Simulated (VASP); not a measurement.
# Ga19N18 (a cell with a defect) in VASP: single point with PBE

Aim: the single point of Ga19N18 (a cell with a defect) with PBE.

Everything below comes from runs of VASP 6.6.1. Logs are shortened: lines on timing, memory, paths and dates and some standing lists are left out, and cuts for length are marked.

### Step 1. The cell of the first run

The cell holds a defect, 37 atoms: a = 7.653 Å, b = 7.653 Å, c = 7.653 Å, α = 78.22°, β = 78.22°, γ = 78.22°.

### Step 2. Single point, PBE (with an interstitial atom, then relaxed in part)

INCAR

```
  PREC = Accurate
  ENCUT = 520
  EDIFF = 1E-6
  ISMEAR = 0
  SIGMA = 0.01
  LREAL = Auto
  LASPH = True
  NELM = 80
  ALGO = Normal
  ISIF = 2
  LWAVE = False
  LCHARG = False
  GGA = PE
  NELECT = 336.0
  NBANDS = 192
```

KPOINTS

```
Automatic mesh
0
Gamma
  2 2 2
  0.5 0.5 0.5
```

POSCAR

```
Ga19N18
1.0
   -0.0000000001      5.5743817708     -5.2431684095
    4.8275562239     -2.7871908853     -5.2431684095
   -4.8275562239     -2.7871908854     -5.2431684095
Ga N
19 18
Direct
    0.9457573105      0.2852929010      0.2850557445
    0.2839215691      0.9471408512      0.2850458805
    0.9450434808      0.5844557700      0.9462574422
    0.6066812565      0.6080617470      0.2818331827
    0.2838393927      0.2852170839      0.9469279488
    0.9451363046      0.9464941068      0.5843582266
    0.5830381143      0.9464071800      0.9462365019
    0.2806890887      0.6081104248      0.6079065646
    0.6067442276      0.2820527533      0.6078784454
    0.8972941934      0.8986650625      0.2317003995
    0.2242937791      0.5577148074      0.2254656608
    0.8971839324      0.2318335425      0.8983132504
    0.5563434829      0.2256573426      0.2254556278
    0.2304293652      0.8985182732      0.8982911670
    0.8901092116      0.5549057790      0.5546360504
    0.5534786481      0.5548254880      0.8912690665
    0.2243329373      0.2257072885      0.5574911636
    0.5535198317      0.8914785543      0.5546415469
    0.9158858798      0.9173384627      0.9173639898
    0.8170115320      0.1649882597      0.1647070356
    0.1636215620      0.8183803374      0.1646905508
    0.8146747618      0.4828440470      0.8158149391
    0.4840120443      0.4853682050      0.1526582025
    0.1635408723      0.1648930802      0.8181349773
    0.8147333306      0.8161123180      0.4826664349
    0.4814555093      0.8160167330      0.8158013091
    0.1514982594      0.4854521343      0.4852192770
    0.4840704539      0.1528604041      0.4852081455
    0.0997499044      0.1011224296      0.4305549548
    0.4323395227      0.7631384072      0.4335001249
    0.0997282263      0.4307902109      0.1008909443
    0.7617605110      0.4337292123      0.4334903822
    0.4294049305      0.1011095918      0.1008776360
    0.0907237400      0.7559976869      0.7558130633
    0.7544833216      0.7558953520      0.0918287304
    0.4323062679      0.4336503914      0.7629430500
    0.7546143152      0.0920736299      0.7557871028
```

Potentials or basis: VASP PAW PBE potentials, release 64 (Ga_d, N).

Run with:

```sh
cat potpaw_PBE.64/Ga_d/POTCAR potpaw_PBE.64/N/POTCAR > POTCAR
mpirun -np 1 vasp_std > vasp.out
```

OUTCAR:

```text
PREC = Accurate
   ENCUT = 520
   EDIFF = 1E-6
   ISMEAR = 0
   LREAL = Auto
   LASPH = True
   NELM = 80
   ISIF = 2
   GGA = PE
   NELECT = 336.0

 ion  position               nearest neighbor table
   1  0.946  0.285  0.285-  20 1.94  32 1.95  31 1.96  29 1.96
   2  0.284  0.947  0.285-  21 1.94  30 1.95  33 1.96  29 1.96
   3  0.945  0.584  0.946-  31 1.90  22 1.91  35 2.06  34 2.06  19 2.48  12 2.90
   4  0.607  0.608  0.282-  32 1.95  30 1.95  35 1.96  23 1.96
   5  0.284  0.285  0.947-  24 1.94  36 1.95  33 1.96  31 1.96
   6  0.945  0.946  0.584-  29 1.90  25 1.91  37 2.06  34 2.06  19 2.48  10 2.90
   7  0.583  0.946  0.946-  33 1.90  26 1.91  35 2.06  37 2.06  19 2.48  14 2.90
   8  0.281  0.608  0.608-  30 1.95  36 1.95  34 1.96  27 1.96
   9  0.607  0.282  0.608-  32 1.95  36 1.95  37 1.96  28 1.96
  10  0.897  0.899  0.232-  25 1.91  20 2.00  21 2.00  35 2.23  19 2.36   6 2.90
  11  0.224  0.558  0.225-  21 1.93  23 1.95  27 1.95  31 1.97
  12  0.897  0.232  0.898-  22 1.91  24 2.00  20 2.00  37 2.23  19 2.36   3 2.90
  13  0.556  0.226  0.225-  20 1.93  23 1.95  28 1.95  33 1.97
  14  0.230  0.899  0.898-  26 1.91  24 2.00  21 2.00  34 2.23  19 2.36   7 2.90
  15  0.890  0.555  0.555-  32 1.94  27 1.95  22 1.96  25 1.96
  16  0.553  0.555  0.891-  36 1.94  23 1.95  22 1.96  26 1.96
  17  0.224  0.226  0.557-  24 1.93  28 1.95  27 1.95  29 1.97
  18  0.554  0.891  0.555-  30 1.94  28 1.95  26 1.96  25 1.96
  19  0.916  0.917  0.917-  35 2.03  37 2.03  34 2.03  10 2.36  12 2.36  14 2.36   7 2.48   3 2.48
                             6 2.48
  20  0.817  0.165  0.165-  13 1.93   1 1.94  10 2.00  12 2.00
  21  0.164  0.818  0.165-  11 1.93   2 1.94  10 2.00  14 2.00
  22  0.815  0.483  0.816-   3 1.91  12 1.91  15 1.96  16 1.96
  23  0.484  0.485  0.153-  13 1.95  11 1.95  16 1.95   4 1.96
  24  0.164  0.165  0.818-  17 1.93   5 1.94  12 2.00  14 2.00
  25  0.815  0.816  0.483-   6 1.91  10 1.91  15 1.96  18 1.96
  26  0.481  0.816  0.816-   7 1.91  14 1.91  18 1.96  16 1.96
  27  0.151  0.485  0.485-  17 1.95  11 1.95  15 1.95   8 1.96
  28  0.484  0.153  0.485-  17 1.95  13 1.95  18 1.95   9 1.96
  29  0.100  0.101  0.431-   6 1.90   2 1.96   1 1.96  17 1.97
  30  0.432  0.763  0.434-  18 1.94   2 1.95   8 1.95   4 1.95
  31  0.100  0.431  0.101-   3 1.90   1 1.96   5 1.96  11 1.97
  32  0.762  0.434  0.433-  15 1.94   1 1.95   9 1.95   4 1.95
  33  0.429  0.101  0.101-   7 1.90   2 1.96   5 1.96  13 1.97
  34  0.091  0.756  0.756-   8 1.96  19 2.03   6 2.06   3 2.06  14 2.23
  35  0.754  0.756  0.092-   4 1.96  19 2.03   7 2.06   3 2.06  10 2.23
  36  0.432  0.434  0.763-  16 1.94   5 1.95   9 1.95   8 1.95
  37  0.755  0.092  0.756-   9 1.96  19 2.03   6 2.06   7 2.06  12 2.23

  LATTYP: Found a trigonal (rhomboedric) cell.
 ALAT       =     7.6527476828
 COS(alpha) =     0.2041157919

  Lattice vectors:

 A1 = (  -0.0000000001,   5.5743817708,  -5.2431684095)
 A2 = (   4.8275562239,  -2.7871908853,  -5.2431684095)
 A3 = (  -4.8275562239,  -2.7871908854,  -5.2431684095)

Analysis of symmetry for initial positions (statically):
=====================================================================
 Subroutine PRICEL returns:
 Original cell was already a primitive cell.

 Routine SETGRP: Setting up the symmetry group for a
 trigonal (rhombohedral) supercell.

 Subroutine GETGRP returns: Found  1 space group operations
 (whereof  1 operations were pure point group operations)
 out of a pool of 12 trial point group operations.

The static configuration has the point symmetry C_1 .

Analysis of symmetry for dynamics (positions and initial velocities):
=====================================================================
 Subroutine PRICEL returns:
 Original cell was already a primitive cell.

 Routine SETGRP: Setting up the symmetry group for a
 trigonal (rhombohedral) supercell.

 Subroutine GETGRP returns: Found  1 space group operations
 (whereof  1 operations were pure point group operations)
 out of a pool of 12 trial point group operations.

The dynamic configuration has the point symmetry C_1 .

 Subroutine INISYM returns: Found  1 space group operations
 (whereof  1 operations are pure point group operations),
 and found     1 'primitive' translations

----------------------------------------------------------------------------------------

                                     Primitive cell

  volume of cell :     423.2911

  direct lattice vectors                    reciprocal lattice vectors
    -0.000000000  5.574381771 -5.243168409    -0.000000000  0.119594727 -0.063574791
     4.827556224 -2.787190885 -5.243168409     0.103572072 -0.059797364 -0.063574791
    -4.827556224 -2.787190885 -5.243168409    -0.103572072 -0.059797364 -0.063574791
[... 88 lines left out ...]
 Grid dimensions read from file:
 generate k-points for:    2    2    2

 Generating k-lattice:

  Cartesian coordinates                     Fractional coordinates (reciprocal lattice)
    -0.000000000  0.059797364 -0.031787395     0.500000000  0.000000000  0.000000000
     0.051786036 -0.029898682 -0.031787395     0.000000000  0.500000000 -0.000000000
    -0.051786036 -0.029898682 -0.031787395     0.000000000  0.000000000  0.500000000

  Length of vectors
     0.067721217  0.067721217  0.067721217

  Shift w.r.t. Gamma in fractional coordinates (k-lattice)
     0.500000000  0.500000000  0.500000000

 Subroutine IBZKPT returns following result:
 ===========================================

 Found      4 irreducible k-points:

 Following reciprocal coordinates:
            Coordinates               Weight
  0.250000  0.250000  0.250000      2.000000
 -0.250000  0.250000  0.250000      2.000000
  0.250000 -0.250000  0.250000      2.000000
  0.250000  0.250000 -0.250000      2.000000
   k-points           NKPTS =      4   k-points in BZ     NKDIM =      4   number of bands    NBANDS=    192
   number of dos      NEDOS =    301   number of ions     NIONS =     37
   total plane-waves  NPLWV = 216000
   dimension x,y,z NGX =    60 NGY =   60 NGZ =   60
   dimension x,y,z NGXF=   120 NGYF=  120 NGZF=  120
   ions per type =              19  18
   NGX,Y,Z   is equivalent  to a cutoff of  13.03, 13.03, 13.03 a.u.
   NGXF,Y,Z  is equivalent  to a cutoff of  26.07, 26.07, 26.07 a.u.
 SYSTEM =  unknown system
   PREC   = accura    normal or accurate (medium, high low for compatibility)
   ISTART =      0    job   : 0-new  1-cont  2-samecut
   ICHARG =      2    charge: 1-file 2-atom 10-const
   ISPIN  =      1    spin polarized calculation?
   LNONCOLLINEAR =      F non collinear calculations
   LSORBIT =      F    spin-orbit coupling
   LASPH  =      T    aspherical Exc in radial PAW
   ENCUT  =  520.0 eV  38.22 Ry    6.18 a.u.  14.23 14.23 14.23*2*pi/ulx,y,z
   NELM   =     80;   NELMIN=  2; NELMDL= -5     # of ELM steps
   EDIFF  = 0.1E-05   stopping-criterion for ELM
   LREAL  =      T    real-space projection
   EDIFFG = 0.1E-04   stopping-criterion for IOM
   NSW    =      0    number of steps for IOM
   IBRION =     -1    ionic relax: 0-MD 1-quasi-New 2-CG
   NFREE  =      0    steps in history (QN), initial steepest desc. (CG)
   ISIF   =      2    stress and relaxation
   ISYM   =      2    0-nonsym 1-usesym 2-fastsym
   POTIM  = 0.5000    time-step for ionic-motion
   TEBEG  =    0.0;   TEEND  =   0.0 temperature during run
   PSTRESS=    0.0 pullay stress
   NELECT =     336.0000    total number of electrons
   NUPDOWN=      -1.0000    fix difference up-down
   EMIN   =  10.00;   EMAX   =-10.00  energy-range for DOS
   EFERMI =   0.00;   METHOD = LEGACY
   ISMEAR =     0;   SIGMA  =   0.01  broadening in eV -4-tet -1-fermi 0-gaus
   EFERMI_NEDOS =   21; number of points for ismear=-14 and -15
   IALGO  =     38    algorithm
   IMIX   =      4    mixing-type and parameters
     AMIX     =   0.40;   BMIX     =  1.00
     AMIX_MAG =   1.60;   BMIX_MAG =  1.00
  volume/ion in A,a.u.               =      11.44        77.20
  Fermi-wavevector in a.u.,A,eV,Ry     =   1.515799  2.864444 31.261371  2.297646
  Thomas-Fermi vector in A             =   2.625274
   LORBIT       =      0    0 simple, 1 ext, 2 COOP (PROOUT), +10 PAW based schemes
   GGA     = PE    functional components
   LHFCALC =     F    Hartree Fock is set to
   AEXX    =    0.0000 exact exchange contribution
   IVDW    =     0    specifies the selected vdW correction
   LEPSILON=     F    determine dielectric tensor
   LRPA    =     F    only Hartree local field effects (RPA)
 non-spin polarized calculation
 Gauss-broadening in eV      SIGMA  =   0.01
  energy-cutoff  :      520.00
  volume of cell :      423.29
 maximum number of plane-waves:     11401
 NGX is ok and might be reduce to    60
   NGX = 29   NGY = 29   NGZ = 29

 number of electron     335.9999950 magnetization

 Free energy of the ion-electron system (eV)
  ---------------------------------------------------
  ext. energy  EPLUGINS =         0.00000000
  ---------------------------------------------------
  free energy    TOTEN  =      -221.64529816 eV

  energy without entropy =     -221.64529816  energy(sigma->0) =     -221.64529816

 E-fermi :   7.2944     XC(G=0): -11.6881

 val. band max:        7.1966157301   @ k =  -0.2500   0.2500   0.2500
 cond. band min:       8.3808273424   @ k =   0.2500   0.2500   0.2500
 fundamental gap:      1.1842116123
 Fermi energy:         7.2943770133

 k-point     1 :       0.2500    0.2500    0.2500
  band No.  band energies     occupation
      1     -10.4715      2.00000
      2      -9.9840      2.00000
      3      -9.9837      2.00000
      4      -9.9481      2.00000
      5      -9.8666      2.00000
      6      -9.8087      2.00000
[... 721 lines left out ...]
    179      10.8507      0.00000
    180      10.8681      0.00000
 [bands above 180 left out]

------------------------ aborting loop because EDIFF is reached ----------------------------------------

  FORCE on cell =-STRESS in cart. coord.  units (eV):
  Direction    XX          YY          ZZ          XY          YZ          ZX
  --------------------------------------------------------------------------------------
  -------------------------------------------------------------------------------------
  Total        8.7560451      8.7488805     19.7175492     -0.0046059     -0.0006064     -0.0073248
  in kB       33.1420570     33.1149388     74.6318839     -0.0174336     -0.0022953     -0.0277246
  external PRESSURE =      46.9629599 kB  Pullay stress =       0.0000000 kB

 VOLUME and BASIS-vectors are now :
 -----------------------------------------------------------------------------
  energy-cutoff  :      520.00
  volume of cell :      423.29
      direct lattice vectors                 reciprocal lattice vectors
    -0.000000000  5.574381771 -5.243168409    -0.000000000  0.119594727 -0.063574791
     4.827556224 -2.787190885 -5.243168409     0.103572072 -0.059797364 -0.063574791
    -4.827556224 -2.787190885 -5.243168409    -0.103572072 -0.059797364 -0.063574791

 POSITION                                       TOTAL-FORCE (eV/Angst)
 -----------------------------------------------------------------------------------
      0.00114      3.68234     -7.94920        -0.000484     -0.006224      0.013663
      3.19630     -1.85165     -7.94921        -0.006293      0.003534      0.015543
     -1.74662      1.00164    -12.98081        -0.032420      0.018522      0.014604
      1.57489      0.90157     -7.84680        -0.002992     -0.001909      0.003933
     -3.19445     -1.85199     -7.94856         0.006853      0.004713      0.012560
      1.74823      1.00177    -12.98203         0.032409      0.016947      0.015968
[... 29 lines left out ...]
     -1.58968     -0.92529     -8.54060        -0.005022     -0.003990     -0.003764
     -3.20411      1.84336     -8.40205         0.033968     -0.021281      0.010811
 -----------------------------------------------------------------------------------
    total drift:                               -0.003954      0.010073     -0.000220

  FREE ENERGIE OF THE ION-ELECTRON SYSTEM (eV)
  ---------------------------------------------------
  free  energy   TOTEN  =      -221.6452981604 eV

  energy  without entropy=     -221.6452981604  energy(sigma->0) =     -221.64529816
```

Run time: 24 min. Hardware: 1 thread of Oxide Virtual Turin-like, shared host; peak memory 0.56 GiB.

What came out:

```yaml
Free_energy: -221.6453 eV
Largest_force: 0.052 eV/Å
```

Forces in eV/Å, atoms in the order of the input:
```
Ga   0.000 -0.006  0.014
Ga  -0.006  0.004  0.016
Ga  -0.032  0.019  0.015
Ga  -0.003 -0.002  0.004
Ga   0.007  0.005  0.013
Ga   0.032  0.017  0.016
Ga   0.002 -0.035  0.015
Ga  -0.001  0.001  0.004
Ga   0.001 -0.002  0.005
Ga   0.003  0.003 -0.003
Ga   0.005 -0.002 -0.014
Ga  -0.004  0.003 -0.004
Ga  -0.001  0.003 -0.013
Ga   0.000 -0.003 -0.004
Ga  -0.001  0.002  0.003
Ga   0.000  0.002  0.003
Ga  -0.004 -0.002 -0.012
Ga   0.000  0.003  0.004
Ga   0.000 -0.001 -0.052
N    0.000 -0.019 -0.014
N   -0.016  0.008 -0.014
N   -0.003  0.002 -0.004
N   -0.004 -0.003  0.006
N    0.014  0.007 -0.013
N    0.003  0.002 -0.003
N    0.000 -0.005 -0.005
N    0.000  0.006  0.010
N    0.007 -0.003  0.009
N   -0.004 -0.003 -0.001
N    0.007 -0.003 -0.003
N    0.004 -0.003  0.001
N    0.000  0.008 -0.004
N   -0.001  0.006  0.000
N   -0.001  0.038  0.010
N   -0.033 -0.019  0.009
N   -0.005 -0.004 -0.004
N    0.034 -0.021  0.011
```

Caveat: the cell carries a net charge on a neutralising background, which shifts energy and pressure; the cell differs from its parent crystal (with an interstitial atom, then relaxed in part); the cell is charged against a uniform background, so pressure and absolute levels hang on convention.
